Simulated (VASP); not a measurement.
Input of a VASP 6.6.1 run:

Contents of POSCAR:

```
Sn
1.0
   -1.9230715965      1.9230715965      1.9514913738
    1.9230715965     -1.9230715965      1.9514913738
    1.9230715965      1.9230715965     -1.9514913738
Sn
1
Direct
    0.0000000000      0.0000000000      0.0000000000
```

File INCAR.step1:

```
SYSTEM = Sn
PREC     = Accurate       ! precision mode
ENCUT    = 520            ! plane-wave cutoff, eV
ISMEAR   = 0              ! smearing method
SIGMA    = 0.15           ! smearing width, eV
LREAL    = .FALSE.        ! projectors in reciprocal space
LASPH    = .TRUE.         ! aspherical terms in the spheres
NELM     = 60             ! most SCF steps
NBANDS   = 13             ! bands
GGA      = PE             ! functional
ALGO     = Normal         ! electronic algorithm
EDIFF    = 1E-4           ! SCF threshold, eV
LWAVE    = .TRUE.         ! write WAVECAR
LCHARG   = .FALSE.        ! write CHGCAR
```

The input INCAR.step2:

```
SYSTEM = Sn
PREC     = Accurate       ! precision mode
ENCUT    = 520            ! plane-wave cutoff, eV
EDIFF    = 1E-6           ! SCF threshold, eV
ISMEAR   = 0              ! smearing method
SIGMA    = 0.15           ! smearing width, eV
LREAL    = .FALSE.        ! projectors in reciprocal space
LASPH    = .TRUE.         ! aspherical terms in the spheres
NELM     = 60             ! most SCF steps
ALGO     = Normal         ! electronic algorithm
ISIF     = 2              ! what is computed and relaxed
LWAVE    = .FALSE.        ! write WAVECAR
LCHARG   = .FALSE.        ! write CHGCAR
METAGGA  = R2SCAN         ! meta-GGA
LMIXTAU  = .TRUE.       
NBANDS   = 13             ! bands
ISTART   = 1
```

Contents of KPOINTS:

```
regular mesh
0
G
  18 18 18
  0 0 0
```

Potentials or basis: VASP PAW PBE potentials, release 64 (Sn_d).

Command:

```bash
$ cat potpaw_PBE.64/Sn_d/POTCAR > POTCAR
$ cp INCAR.step1 INCAR
$ mpirun -np 1 vasp_std > vasp.out
$ cp INCAR.step2 INCAR
$ mpirun -np 1 vasp_std > vasp.out
```

(1) What does it give for the band gap on the k mesh?

(2) Predict the pressure.

Results:

(1) zero (bands 7 and 8 overlap by 10.20 eV).

(2) -3.0 GPa.

Caveat: the cell differs from its parent crystal (strain +0.015 along x and y, +0.030 along z); the PAW data sets were made with another functional, which shifts forces and pressure a little; spin-orbit coupling is left out, which moves the levels of the heavy elements.
